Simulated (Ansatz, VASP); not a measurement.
# One calculation of Se, two programs

```
CELL_PARAMETERS angstrom
4.52038 0.00000 0.00000
-2.26019 3.91476 0.00000
0.00000 0.00000 5.04531
ATOMIC_POSITIONS crystal
Se 0.21893 0.00000 0.33333
Se 0.00000 0.21893 0.66667
Se 0.78107 0.78107 0.00000
```

Alike in both runs: task single point; functional PBE; k mesh 12 × 12 × 9; occupations fermi-dirac, width 0.05 eV; no spin polarisation.

|  | VASP | Ansatz |
| --- | --- | --- |
| version | VASP 6.6.1 | Ansatz 0.2.0 |
| potentials or method | VASP PAW PBE potentials, release 64 (Se), cutoff 520 eV | plane waves (420 eV) with PAW, scalar-relativistic |
| valence electrons in the cell | 18 | 48 |

Ansatz gave:

| Quantity | Value |
| --- | --- |
| pressure (GPa) | 0.0 |

Which values does VASP return?

Pressure (GPa): 0.1.

VASP's potentials hold 18 valence electrons a cell and Ansatz's 48, so a difference there can come from the potentials and not from the codes.
